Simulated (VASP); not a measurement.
Set up this calculation in VASP 6.6.1, as the native input.

| Quantity | Value |
| --- | --- |
| Task | single point |
| Functional | LDA |
| Potentials or basis | VASP PAW LDA potentials, release 64 (As) |
| Cutoff | 520 eV |
| k mesh | 9 × 9 × 1 |
| Occupations | gaussian, width 0.02 eV |
| Spin | no spin polarisation |
| Dipole correction | yes |
| Further INCAR settings | ALGO = Normal; EDIFF = 1e-06; NBANDS = 12 |

The structure of As lies in POSCAR:

```
As
1.0
    3.5760000000      0.0000000000      0.0000000000
   -1.7880000000      3.0969068439      0.0000000000
    0.0000000000      0.0000000000     28.0000000000
As
2
Direct
    0.3333333333      0.6666666667      0.5052857143
    0.6666666667      0.3333333333      0.4947142857
```

The input as run:

INCAR

```
ALGO     = Normal         # electronic algorithm
DIPOL    = 0.5 0.5 0.500
EDIFF    = 1E-6           # SCF threshold, eV
ENCUT    = 520            # plane-wave cutoff, eV
GGA      = CA             # functional
IDIPOL   = 3            
ISIF     = 2              # what is computed and relaxed
ISMEAR   = 0              # smearing method
LASPH    = T              # aspherical terms in the spheres
LCHARG   = T              # write CHGCAR
LDIPOL   = T            
LELF     = T              # ELF
LREAL    = F              # projectors in reciprocal space
LVACPOTAV= T            
LVHAR    = T            
LWAVE    = F              # write WAVECAR
NBANDS   = 12             # bands
NELM     = 60             # most SCF steps
PREC     = Accurate       # precision mode
SIGMA    = 0.02           # smearing width, eV
```

KPOINTS

```
k-points
0
Gamma
  9 9 1
```

Potentials or basis: VASP PAW LDA potentials, release 64 (As).

Launch:

```console
$ cat potpaw_LDA.64/As/POTCAR > POTCAR
$ mpirun -np 1 vasp_std > vasp.out
```

Results of the run:

```
Largest force          : 2.995 eV/Å
Band gap on the k mesh : zero (band 5 reaches -2.56 eV, above the bottom of band 6 at -3.72 eV)
```

It took 61 s on 1 thread of Intel(R) Xeon(R) Platinum 8488C (Sapphire Rapids), with other jobs on the host, peak memory 0.3 GiB.
